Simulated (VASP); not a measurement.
# W (I4/mmm) in VASP: further runs

W is run at these levels: PBEsol; tasks: single point.

Program: VASP 6.6.1. These are calculated values, not measurements. Logs are shortened: lines on timing, memory, paths and dates and some standing lists are left out, and cuts for length are marked.

## Step 1: The cell of the first run

The structure is tetragonal, space group I4/mmm (No. 139). Conventional cell: a = 3.586 Å, b = 3.586 Å, c = 2.535 Å, α = 90.00°, β = 90.00°, γ = 90.00°. W (site symmetry 4/mmm) has 10 W at 2.54 to 2.83 Å within 3.3 Å.

## Step 2: Single point, PBEsol

INCAR

```
  ALGO = Fast
  EDIFF = 1E-6
  ENCUT = 520
  GGA = PS
  ISIF = 2
  ISMEAR = 0
  LASPH = True
  LCHARG = True
  LELF = True
  LREAL = False
  LVHAR = True
  LWAVE = False
  NBANDS = 13
  NELM = 100
  PREC = Accurate
  SIGMA = 0.15
```

KPOINTS

```
k-points
0
Gamma
  24 24 24
```

POSCAR

```
W
1.0
   -1.7929988887      1.7929988887      1.2676502143
    1.7929988887     -1.7929988887      1.2676502143
    1.7929988887      1.7929988887     -1.2676502143
W
1
Direct
    0.0000000000      0.0000000000      0.0000000000
```

Potentials or basis: VASP PAW PBE potentials, release 64 (W_sv).

The run is started by

```console
$ cat potpaw_PBE.64/W_sv/POTCAR > POTCAR
$ mpirun -np 1 vasp_std > vasp.out
```

OUTCAR:

```text
EDIFF = 1E-6
   ENCUT = 520
   GGA = PS
   ISIF = 2
   ISMEAR = 0
   LASPH = True
   LREAL = False
   NELM = 100
   PREC = Accurate

 ion  position               nearest neighbor table
   1  0.000  0.000  0.000-

  LATTYP: Found a body centered tetragonal cell.
 ALAT       =     3.5859977774
 C/A-ratio  =     0.7070000000

  Lattice vectors:

 A1 = (  -1.7929988887,   1.7929988887,   1.2676502143)
 A2 = (   1.7929988887,  -1.7929988887,   1.2676502143)
 A3 = (   1.7929988887,   1.7929988887,  -1.2676502143)

Analysis of symmetry for initial positions (statically):
=====================================================================
 Subroutine PRICEL returns:
 Original cell was already a primitive cell.

 Routine SETGRP: Setting up the symmetry group for a
 body centered tetragonal supercell.

 Subroutine GETGRP returns: Found 16 space group operations
 (whereof 16 operations were pure point group operations)
 out of a pool of 16 trial point group operations.

The static configuration has the point symmetry D_4h.

Analysis of symmetry for dynamics (positions and initial velocities):
=====================================================================
 Subroutine PRICEL returns:
 Original cell was already a primitive cell.

 Routine SETGRP: Setting up the symmetry group for a
 body centered tetragonal supercell.

 Subroutine GETGRP returns: Found 16 space group operations
 (whereof 16 operations were pure point group operations)
 out of a pool of 16 trial point group operations.

The dynamic configuration has the point symmetry D_4h.

 Subroutine INISYM returns: Found 16 space group operations
 (whereof 16 operations are pure point group operations),
 and found     1 'primitive' translations

----------------------------------------------------------------------------------------

                                     Primitive cell

  volume of cell :      16.3012

  direct lattice vectors                    reciprocal lattice vectors
    -1.792998889  1.792998889  1.267650214     0.000000000  0.278862415  0.394430573
     1.792998889 -1.792998889  1.267650214     0.278862415  0.000000000  0.394430573
     1.792998889  1.792998889 -1.267650214     0.278862415  0.278862415  0.000000000

  length of vectors
     2.834894548  2.834894548  2.834894548     0.483052506  0.483052506  0.394371009

  position of ions in fractional coordinates (direct lattice)
     0.000000000  0.000000000  0.000000000

[... 84 lines left out ...]
   TEBEG  =    0.0;   TEEND  =   0.0 temperature during run
   PSTRESS=    0.0 pullay stress
   NELECT =      14.0000    total number of electrons
   NUPDOWN=      -1.0000    fix difference up-down
   EMIN   =  10.00;   EMAX   =-10.00  energy-range for DOS
   EFERMI =   0.00;   METHOD = LEGACY
   ISMEAR =     0;   SIGMA  =   0.15  broadening in eV -4-tet -1-fermi 0-gaus
   EFERMI_NEDOS =   21; number of points for ismear=-14 and -15
   IALGO  =     68    algorithm
   IMIX   =      4    mixing-type and parameters
     AMIX     =   0.40;   BMIX     =  1.00
     AMIX_MAG =   1.60;   BMIX_MAG =  1.00
  volume/ion in A,a.u.               =      16.30       110.01
  Fermi-wavevector in a.u.,A,eV,Ry     =   1.556125  2.940649 32.946829  2.421524
  Thomas-Fermi vector in A             =   2.659966
   LORBIT       =      0    0 simple, 1 ext, 2 COOP (PROOUT), +10 PAW based schemes
   GGA     = PS    functional components
   LHFCALC =     F    Hartree Fock is set to
   AEXX    =    0.0000 exact exchange contribution
   IVDW    =     0    specifies the selected vdW correction
   LEPSILON=     F    determine dielectric tensor
   LRPA    =     F    only Hartree local field effects (RPA)
 non-spin polarized calculation
 RMM-DIIS sequential band-by-band and
 Gauss-broadening in eV      SIGMA  =   0.15
  energy-cutoff  :      520.00
  volume of cell :       16.30
 maximum number of plane-waves:       457
 NGX is ok and might be reduce to    24
   NGX = 11   NGY = 11   NGZ = 11

 number of electron      14.0000001 magnetization

 Free energy of the ion-electron system (eV)
  ---------------------------------------------------
  ext. energy  EPLUGINS =         0.00000000
  ---------------------------------------------------
  free energy    TOTEN  =       -13.10549931 eV

  energy without entropy =      -13.09853360  energy(sigma->0) =      -13.10201645

 E-fermi :  10.8676     XC(G=0): -13.5404

 val. band max:       10.8611659055   @ k =   0.3750   0.2083   0.0000
 cond. band min:      10.8744484514   @ k =  -0.2500  -0.4167   0.2083
 fundamental gap:      0.0132825459
 Fermi energy:        10.8676243792

 k-point     1 :       0.0000    0.0000    0.0000
  band No.  band energies     occupation
      1     -63.2257      2.00000
      2     -27.0028      2.00000
      3     -27.0028      2.00000
      4     -26.2541      2.00000
      5       1.4442      2.00000
      6       7.3168      2.00000
      7       8.9698      2.00000
      8      12.7582      0.00000
      9      12.7582      0.00000
     10      14.7103      0.00000
     11      24.0247      0.00000
     12      24.0247      0.00000
     13      32.1174      0.00000
[... 354 lines left out ...]
  band No.  band energies     occupation
      1     -62.9979      2.00000
      2     -28.2755      2.00000
      3     -27.2325      2.00000
      4     -27.1288      2.00000
      5       4.9682      2.00000
      6       6.4368      2.00000
      7      12.2051      0.00000
      8      12.9896      0.00000
      9      15.6144      0.00000
     10      16.7608      0.00000
     11      22.6642      0.00000
     12      23.9960      0.00000
     13      24.4730      0.00000

 [... further k-points ...]

------------------------ aborting loop because EDIFF is reached ----------------------------------------

  FORCE on cell =-STRESS in cart. coord.  units (eV):
  Direction    XX          YY          ZZ          XY          YZ          ZX
  --------------------------------------------------------------------------------------
  -------------------------------------------------------------------------------------
  Total       -0.9360888     -0.9360888      3.8824432      0.0000000      0.0000000     -0.0000000
  in kB      -92.0043063    -92.0043063    381.5893297      0.0000000      0.0000000     -0.0000000
  external PRESSURE =      65.8602390 kB  Pullay stress =       0.0000000 kB

 VOLUME and BASIS-vectors are now :
 -----------------------------------------------------------------------------
  energy-cutoff  :      520.00
  volume of cell :       16.30
      direct lattice vectors                 reciprocal lattice vectors
    -1.792998889  1.792998889  1.267650214     0.000000000  0.278862415  0.394430573
     1.792998889 -1.792998889  1.267650214     0.278862415  0.000000000  0.394430573
     1.792998889  1.792998889 -1.267650214     0.278862415  0.278862415  0.000000000

 POSITION                                       TOTAL-FORCE (eV/Angst)
 -----------------------------------------------------------------------------------
      0.00000      0.00000      0.00000         0.000000      0.000000     -0.000000
 -----------------------------------------------------------------------------------
    total drift:                               -0.000000      0.000000     -0.000000

  FREE ENERGIE OF THE ION-ELECTRON SYSTEM (eV)
  ---------------------------------------------------
  free  energy   TOTEN  =       -13.1054993092 eV

  energy  without entropy=      -13.0985335966  energy(sigma->0) =      -13.10201645
```

OSZICAR:

```text
N       E                     dE             d eps       ncg     rms          rms(c)
DAV:   1     0.850973613430E+02    0.85097E+02   -0.74583E+03 27789   0.122E+03
DAV:   2    -0.120447118624E+02   -0.97142E+02   -0.93224E+02 30828   0.316E+02
DAV:   3    -0.137283435328E+02   -0.16836E+01   -0.16772E+01 31108   0.404E+01
DAV:   4    -0.137355825415E+02   -0.72390E-02   -0.72387E-02 30368   0.293E+00
DAV:   5    -0.137356471426E+02   -0.64601E-04   -0.64602E-04 31188   0.261E-01    0.214E+01
RMM:   6    -0.132455774399E+02    0.49007E+00   -0.35847E-01 30037   0.559E+00    0.922E+00
RMM:   7    -0.131087923827E+02    0.13679E+00   -0.27901E-01 30386   0.493E+00    0.694E-01
RMM:   8    -0.131054972408E+02    0.32951E-02   -0.13986E-02 34102   0.131E+00    0.201E-01
RMM:   9    -0.131054727350E+02    0.24506E-04   -0.25952E-03 33842   0.600E-01    0.824E-02
RMM:  10    -0.131054926037E+02   -0.19869E-04   -0.36511E-04 35870   0.229E-01    0.928E-03
RMM:  11    -0.131054976444E+02   -0.50407E-05   -0.83856E-05 35271   0.108E-01    0.575E-03
RMM:  12    -0.131054989670E+02   -0.13226E-05   -0.20247E-05 30686   0.504E-02    0.190E-03
RMM:  13    -0.131054993092E+02   -0.34217E-06   -0.44615E-06 25574   0.232E-02
   1 F= -.13105499E+02 E0= -.13102016E+02  d E =-.696571E-02
```

Run time: 4.3 min. Hardware: 1 thread of AMD EPYC 7R43 (Zen 3), shared host; peak memory 0.28 GiB.

What came out:

| Property | Result |
| --- | --- |
| Free energy | -13.1055 eV |
| Pressure | 6.6 GPa |
| Band gap on the k mesh | zero (bands 7 and 8 overlap by 7.20 eV) |

Caveat: the cell stands under pressure; the PAW data sets were made with another functional, which shifts forces and pressure a little; spin-orbit coupling is left out, which moves the levels of the heavy elements.

## Step 3: Single point, PBEsol

INCAR

```
SYSTEM = W
  PREC = Accurate
  ENCUT = 520
  EDIFF = 1E-6
  ISMEAR = 0
  SIGMA = 0.15
  LREAL = .FALSE.
  LASPH = .TRUE.
  NELM = 60
  ALGO = Fast
  ISIF = 2
  LWAVE = .FALSE.
  LCHARG = .TRUE.
  GGA = PS
  LELF = .TRUE.
  LVHAR = .TRUE.
  NBANDS = 13
```

KPOINTS

```
regular mesh
0
G
  24 24 24
  0 0 0
```

POSCAR

```
W
1.0
   -1.6862172057      1.6862172057      1.4332846249
    1.6862172057     -1.6862172057      1.4332846249
    1.6862172057      1.6862172057     -1.4332846249
W
1
Direct
    0.0000000000      0.0000000000      0.0000000000
```

Potentials or basis: VASP PAW PBE potentials, release 64 (W_sv).

The run is started by

```console
$ cat potpaw_PBE.64/W_sv/POTCAR > POTCAR
$ mpirun -np 1 vasp_std > vasp.out
```

OUTCAR:

```text
SYSTEM = W
   PREC = Accurate
   ENCUT = 520
   EDIFF = 1E-6
   ISMEAR = 0
   LREAL = .FALSE.
   LASPH = .TRUE.
   NELM = 60
   ISIF = 2
   GGA = PS

 ion  position               nearest neighbor table
   1  0.000  0.000  0.000-

  LATTYP: Found a body centered tetragonal cell.
 ALAT       =     3.3724344114
 C/A-ratio  =     0.8500000000

  Lattice vectors:

 A1 = (  -1.6862172057,   1.6862172057,   1.4332846249)
 A2 = (   1.6862172057,  -1.6862172057,   1.4332846249)
 A3 = (   1.6862172057,   1.6862172057,  -1.4332846249)

Analysis of symmetry for initial positions (statically):
=====================================================================
 Subroutine PRICEL returns:
 Original cell was already a primitive cell.

 Routine SETGRP: Setting up the symmetry group for a
 body centered tetragonal supercell.

 Subroutine GETGRP returns: Found 16 space group operations
 (whereof 16 operations were pure point group operations)
 out of a pool of 16 trial point group operations.

The static configuration has the point symmetry D_4h.

Analysis of symmetry for dynamics (positions and initial velocities):
=====================================================================
 Subroutine PRICEL returns:
 Original cell was already a primitive cell.

 Routine SETGRP: Setting up the symmetry group for a
 body centered tetragonal supercell.

 Subroutine GETGRP returns: Found 16 space group operations
 (whereof 16 operations were pure point group operations)
 out of a pool of 16 trial point group operations.

The dynamic configuration has the point symmetry D_4h.

 Subroutine INISYM returns: Found 16 space group operations
 (whereof 16 operations are pure point group operations),
 and found     1 'primitive' translations

----------------------------------------------------------------------------------------
[... 116 lines left out ...]
   GGA     = PS    functional components
   LHFCALC =     F    Hartree Fock is set to
   AEXX    =    0.0000 exact exchange contribution
   IVDW    =     0    specifies the selected vdW correction
   LEPSILON=     F    determine dielectric tensor
   LRPA    =     F    only Hartree local field effects (RPA)
 non-spin polarized calculation
 RMM-DIIS sequential band-by-band and
 Gauss-broadening in eV      SIGMA  =   0.15
  energy-cutoff  :      520.00
  volume of cell :       16.30
 maximum number of plane-waves:       458
 NGX is ok and might be reduce to    24
   NGX = 11   NGY = 11   NGZ = 11

 number of electron      13.9999999 magnetization

 Free energy of the ion-electron system (eV)
  ---------------------------------------------------
  ext. energy  EPLUGINS =         0.00000000
  ---------------------------------------------------
  free energy    TOTEN  =       -13.52649312 eV

  energy without entropy =      -13.51806283  energy(sigma->0) =      -13.52227797

 E-fermi :  10.8078     XC(G=0): -13.5933

 val. band max:       10.8068882703   @ k =   0.3750   0.0833   0.0833
 cond. band min:      10.8087746709   @ k =  -0.2500  -0.4167   0.2500
 fundamental gap:      0.0018864006
 Fermi energy:        10.8078126196

 k-point     1 :       0.0000    0.0000    0.0000
  band No.  band energies     occupation
      1     -63.2760      2.00000
      2     -26.9289      2.00000
      3     -26.9289      2.00000
      4     -26.7584      2.00000
      5       1.3844      2.00000
      6       8.4337      2.00000
      7      10.7370      1.49554
      8      10.7370      1.49554
      9      11.3129      0.00000
     10      14.2228      0.00000
     11      24.5562      0.00000
     12      24.5562      0.00000
     13      27.9108      0.00000
[... 354 lines left out ...]
  band No.  band energies     occupation
      1     -63.1422      2.00000
      2     -28.0430      2.00000
      3     -27.3208      2.00000
      4     -26.9984      2.00000
      5       4.8742      2.00000
      6       6.8895      2.00000
      7      11.7356      0.00000
      8      12.8305      0.00000
      9      15.6495      0.00000
     10      16.5904      0.00000
     11      21.9189      0.00000
     12      22.3050      0.00000
     13      25.9906      0.00000

 [... further k-points ...]

------------------------ aborting loop because EDIFF is reached ----------------------------------------

  FORCE on cell =-STRESS in cart. coord.  units (eV):
  Direction    XX          YY          ZZ          XY          YZ          ZX
  --------------------------------------------------------------------------------------
  -------------------------------------------------------------------------------------
  Total       -2.0178800     -2.0178800      1.9944870      0.0000000     -0.0000000      0.0000000
  in kB     -198.3291021   -198.3291021    196.0299067      0.0000000     -0.0000000      0.0000000
  external PRESSURE =     -66.8760992 kB  Pullay stress =       0.0000000 kB

 VOLUME and BASIS-vectors are now :
 -----------------------------------------------------------------------------
  energy-cutoff  :      520.00
  volume of cell :       16.30
      direct lattice vectors                 reciprocal lattice vectors
    -1.686217206  1.686217206  1.433284625     0.000000000  0.296521705  0.348849064
     1.686217206 -1.686217206  1.433284625     0.296521705  0.000000000  0.348849064
     1.686217206  1.686217206 -1.433284625     0.296521705  0.296521705  0.000000000

 POSITION                                       TOTAL-FORCE (eV/Angst)
 -----------------------------------------------------------------------------------
      0.00000      0.00000      0.00000         0.000000     -0.000000     -0.000000
 -----------------------------------------------------------------------------------
    total drift:                               -0.000000      0.000000     -0.000000

  FREE ENERGIE OF THE ION-ELECTRON SYSTEM (eV)
  ---------------------------------------------------
  free  energy   TOTEN  =       -13.5264931166 eV

  energy  without entropy=      -13.5180628269  energy(sigma->0) =      -13.52227797
```

OSZICAR:

```text
N       E                     dE             d eps       ncg     rms          rms(c)
DAV:   1     0.842296848501E+02    0.84230E+02   -0.74805E+03 27794   0.122E+03
DAV:   2    -0.125573501912E+02   -0.96787E+02   -0.93019E+02 30893   0.317E+02
DAV:   3    -0.142214083768E+02   -0.16641E+01   -0.16571E+01 30713   0.401E+01
DAV:   4    -0.142283637719E+02   -0.69554E-02   -0.69552E-02 30493   0.286E+00
DAV:   5    -0.142284229783E+02   -0.59206E-04   -0.59206E-04 31178   0.250E-01    0.204E+01
RMM:   6    -0.136714983050E+02    0.55692E+00   -0.44472E-01 30157   0.608E+00    0.833E+00
RMM:   7    -0.135305041455E+02    0.14099E+00   -0.30508E-01 30528   0.500E+00    0.831E-01
RMM:   8    -0.135266589247E+02    0.38452E-02   -0.12120E-02 34524   0.121E+00    0.242E-01
RMM:   9    -0.135264881131E+02    0.17081E-03   -0.19435E-03 33757   0.521E-01    0.265E-02
RMM:  10    -0.135264964360E+02   -0.83229E-05   -0.27135E-04 35518   0.199E-01    0.909E-03
RMM:  11    -0.135264927960E+02    0.36400E-05   -0.38626E-05 35633   0.779E-02    0.396E-03
RMM:  12    -0.135264931681E+02   -0.37210E-06   -0.11197E-05 30959   0.389E-02    0.217E-03
RMM:  13    -0.135264931166E+02    0.51527E-07   -0.98704E-07 23284   0.118E-02
   1 F= -.13526493E+02 E0= -.13522278E+02  d E =-.843029E-02
```

stdout:

```text
POSCAR found type information on POSCAR W
 POSCAR found :  1 types and       1 ions
 scaLAPACK will be used
 -----------------------------------------------------------------------------
|                                                                             |
|                                                                             |
|     You enforced a specific xc type in the INCAR file but a different       |
|     I HOPE YOU KNOW WHAT YOU ARE DOING!                                     |
|                                                                             |
 -----------------------------------------------------------------------------

 LDA part: xc-table for (Slater+PW92), standard interpolation
 POSCAR, INCAR and KPOINTS ok, starting setup
 FFT: planning ... GRIDC
 FFT: planning ... GRID_SOFT
 FFT: planning ... GRID
 WAVECAR not read
 entering main loop
WARNING in EDDRMM: call to ZHEGV failed, returncode =   8  4     12
WARNING in EDDRMM: call to ZHEGV failed, returncode =   6  3     12
```

Wall time 4.5 min (1 thread of AMD EPYC 7R43 (Zen 3), shared host); peak memory 0.29 GiB.

Results:

```
Free energy            : -13.5265 eV
Pressure               : -6.7 GPa
Band gap on the k mesh : zero (bands 7 and 8 overlap by 6.30 eV)
```

Caveat: the cell stands under tension; the PAW data sets were made with another functional, which shifts forces and pressure a little; spin-orbit coupling is left out, which moves the levels of the heavy elements.
